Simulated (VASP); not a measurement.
Input of a VASP 6.6.1 run:

INCAR

```
  PREC = Accurate
  ENCUT = 910
  EDIFF = 1E-6
  ISMEAR = 0
  SIGMA = 0.05
  LREAL = F
  LASPH = T
  NELM = 120
  ALGO = Normal
  ISIF = 2
  LWAVE = F
  LCHARG = F
  GGA = CA
  NBANDS = 25
  GGA_COMPAT = F
```

File KPOINTS:

```
Automatic mesh
0
Gamma
  6 6 8
```

POSCAR

```
SiO2
1.0
    4.2299000000      0.0000000000      0.0000000000
    0.0000000000      4.2299000000      0.0000000000
    0.0000000000      0.0000000000      2.3420000000
Si O
2 4
Direct
    0.5000000000      0.5000000000      0.5000000000
    0.0000000000      0.0000000000      0.0000000000
    0.6944252994      0.6944252994      0.0000000000
    0.1944252994      0.8055747006      0.5000000000
    0.3055747006      0.3055747006      0.0000000000
    0.8055747006      0.1944252994      0.5000000000
```

Potentials or basis: VASP PAW LDA potentials, release 64 (Si, O_h).

Command:

```sh
$ cat potpaw_LDA.64/Si/POTCAR potpaw_LDA.64/O_h/POTCAR > POTCAR
$ mpirun -np 1 vasp_std > vasp.out
```

**Question.** Predict the band gap on the k mesh.

**Answer.** 7.46 eV, direct.

**Question.** Predict the pressure.

**Answer.** 52.0 GPa.

Stress tensor (GPa, compression positive):
```
 15.02   0.00   0.00
  0.00  15.02   0.00
  0.00   0.00 126.09
```

Caveat: the cutoff is under 1.25 times the usual one of these potentials, so pressure, stress and relaxed cells hold a basis-set (Pulay) error. Expect the measured gap to be larger: semilocal functionals such as LDA lack the derivative discontinuity.
